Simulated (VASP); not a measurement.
Se, 2 atoms in the cell. Symmetry: P6_3/mmc, No. 194, hexagonal system. Conventional cell: a = 2.615 Å, b = 2.615 Å, c = 3.837 Å, α = 90.00°, β = 90.00°, γ = 120.00°. Se (site symmetry -6m2) has 12 Se at 2.44 to 2.62 Å within 3.2 Å. This isn't the form of Se at room conditions, which is trigonal, of chains.

* Program: VASP 6.6.1
* Task: relaxation of cell and atoms
* Functional: LDA
* Potentials or basis: VASP PAW LDA potentials, release 64 (Se)
* Cutoff: 600 eV
* k mesh: 17 × 17 × 9
* Occupations: fermi-dirac, width 0.1 eV
* Spin: no spin polarisation
* Target pressure: 140 GPa
* Dipole correction: no
* Further INCAR settings: ALGO = Normal; EDIFF = 1e-07; IBRION = 2; EDIFFG = -0.005; NSW = 32; ISIF = 3

Potentials or basis: VASP PAW LDA potentials, release 64 (Se).

Command:

```console
$ cat potpaw_LDA.64/Se/POTCAR > POTCAR
$ mpirun -np 1 vasp_std > vasp.out
```

Hardware: 1 thread of Oxide Virtual Turin-like Processor, on a shared host.

**Question.** How long does it take, and how much memory?

**Answer.** Wall time 2.2 min on 1 thread of Oxide Virtual Turin-like Processor, on a shared host, peak memory 0.13 GiB. Counts: scf iterations 29, k points 165, ion steps 5.
